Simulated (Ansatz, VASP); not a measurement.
# One calculation of Pb, two programs

INCAR

```
PREC = Accurate ; ENCUT = 520
EDIFF = 1E-8 ; ISMEAR = -1
SIGMA = 0.08 ; LREAL = F
LASPH = T ; NELM = 80
ALGO = Normal ; ISIF = 2
LWAVE = F ; LCHARG = F
GGA = PE ; LEFG = T
NBANDS = 21
```

The input KPOINTS:

```
regular mesh
0
Gamma
  14 14 8
```

File POSCAR:

```
Pb
1.0
    3.4800006906      0.0000000000      0.0000000000
   -1.7400003453      3.0137690032      0.0000000000
    0.0000000000      0.0000000000      5.5900000000
Pb
2
Direct
    0.3333333333      0.6666666667      0.2500000000
    0.6666666667      0.3333333333      0.7500000000
```

Input for Ansatz:

```yaml
crystal:
  lattice:
    - [3.4800006906, 0.0, 0.0]
    - [-1.7400003453, 3.0137690032, 0.0]
    - [0.0, 0.0, 5.59]
  atoms:
    - { symbol: Pb, position: [0.3333333333, 0.6666666667, 0.25] }
    - { symbol: Pb, position: [0.6666666667, 0.3333333333, 0.75] }
kpoints:
  mp_grid: { grid: [14, 14, 8] }
  band_path:
    path:
      - [0.0, 0.0, 0.0]
      - [0.5, 0.0, 0.0]
      - [0.3333333333, 0.3333333333, 0.0]
      - [0.0, 0.0, 0.0]
      - [0.0, 0.0, 0.5]
      - [0.5, 0.0, 0.5]
      - [0.3333333333, 0.3333333333, 0.5]
      - [0.0, 0.0, 0.5]
      - [0.5, 0.0, 0.5]
    npoints: 8
scf:
  occupations: { method: fermi_dirac, width: 0.08 }
hamiltonian:
  xc: pbe
  pseudopotentials: { kind: paw }
output:
  forces: true
  stress: true
  eigenvalues: true
  efg: { contact_densities: true }
  populations: true
  bader: true
  dos: { projected: true, de: 0.2, e_range: [-14, 8] }
```

Alike in both runs: task electric field gradients; functional PBE; k mesh 14 × 14 × 8; occupations fermi-dirac, width 0.08 eV; no spin polarisation.

|  | VASP | Ansatz |
| --- | --- | --- |
| version | VASP 6.6.1 | Ansatz 0.2.0 |
| potentials or method | VASP PAW PBE potentials, release 64 (Pb_d) | PAW with Ansatz's default frozen-core files, scalar-relativistic |
| plane-wave cutoff (eV) | 520 | 420 |
| valence electrons in the cell | 28 | 28 |

Ansatz gave:

```
pressure (GPa)                                                : 4.1
traceless stress, the component that is largest in VASP (GPa) : 1.28
size of Vzz on the site where it differs most (V/Å²)          : 52.7
```

Which values does VASP return?

Pressure (GPa): 4.0; traceless stress, the component that is largest in VASP (GPa): 1.27; size of Vzz on the site where it differs most (V/Å²): 50.6.

Spin-orbit coupling is off throughout.
